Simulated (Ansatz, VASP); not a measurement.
**AlGa3As4 in VASP and in Ansatz**

```xyz
8
Lattice="3.8920 0.0000 0.0000 0.0000 3.8920 0.0000 0.0000 0.0000 11.0082" Properties=species:S:1:pos:R:3 pbc="T T T"
Al    1.9460    1.9460    0.0000
Ga    0.0000    0.0000    8.2562
Ga    0.0000    0.0000    2.7521
Ga    1.9460    1.9460    5.5041
As    1.9460    0.0000    1.3760
As    0.0000    1.9460    4.1281
As    1.9460    0.0000    6.8801
As    0.0000    1.9460    9.6322
```

Alike in both runs: task relaxation of cell and atoms; functional PBE; k mesh 4 × 4 × 2; occupations gaussian, width 0.1 eV; no spin polarisation.

|  | VASP | Ansatz |
| --- | --- | --- |
| version | VASP 6.6.1 | Ansatz 0.2.0 |
| potentials or method | VASP PAW PBE potentials, release 64 (Al, Ga_d, As), cutoff 600 eV | scalar-relativistic, plane waves, PAW |
| valence electrons in the cell | 62 | 102 |

|  | VASP | Ansatz | Ansatz less VASP |
| --- | --- | --- | --- |
| gap on the k mesh at the Fermi level, each at its own relaxed structure (eV) | 0.49 | 0.52 | +0.035 |
| relaxed volume (Å³/atom) | 23.67 | 23.54 | -0.125 |
| relaxed cell length with the largest relative difference (Å) | 4.081 | 4.074 | -0.0076 |

VASP's potentials hold 62 valence electrons a cell and Ansatz's 102, so a difference there can come from the potentials and not from the codes.
